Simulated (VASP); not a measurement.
Here is a VASP 6.6.1 calculation.

Contents of INCAR:

```
PREC = Accurate
ENCUT = 520
EDIFF = 1E-7
ISMEAR = -1
SIGMA = 0.05
LREAL = F
LASPH = T
NELM = 80
ALGO = Normal
ISIF = 2
LWAVE = F
LCHARG = T
GGA = PE
IVDW = 12
LELF = T
LVHAR = T
NBANDS = 33
```

Contents of KPOINTS:

```
Automatic mesh
0
Gamma
  6 6 9
```

POSCAR

```
TaN
1.0
    5.1892054867      0.0000000000      0.0000000000
   -2.5946027434      4.4939837770      0.0000000000
    0.0000000000      0.0000000000      2.9039766945
Ta N
3 3
Direct
    0.0000000000      0.0000000000      0.0000000000
    0.6666666667      0.3333333333      0.5000000000
    0.3333333333      0.6666666667      0.5000000000
    0.0000000000      0.3933812501      0.0000000000
    0.6066187499      0.6066187499      0.0000000000
    0.3933812501      0.0000000000      0.0000000000
```

Potentials or basis: VASP PAW PBE potentials, release 64 (Ta_pv, N).

The run is started by

```console
$ cat potpaw_PBE.64/Ta_pv/POTCAR potpaw_PBE.64/N/POTCAR > POTCAR
$ mpirun -np 1 vasp_std > vasp.out
```

(1) Estimate the dispersion energy per atom.

(2) Estimate the largest force.

(3) Estimate the pressure.

(4) Predict the band gap on the k mesh.

Results:

(1) -0.444 eV.

(2) 0.006 eV/Å.

(3) 0.7 GPa.

(4) zero (band 24 reaches 10.15 eV, above the bottom of band 25 at 7.05 eV).

Caveat: spin-orbit coupling is left out, which moves the levels of the heavy elements; pairwise dispersion overbinds metals, which lowers pressure and volume.
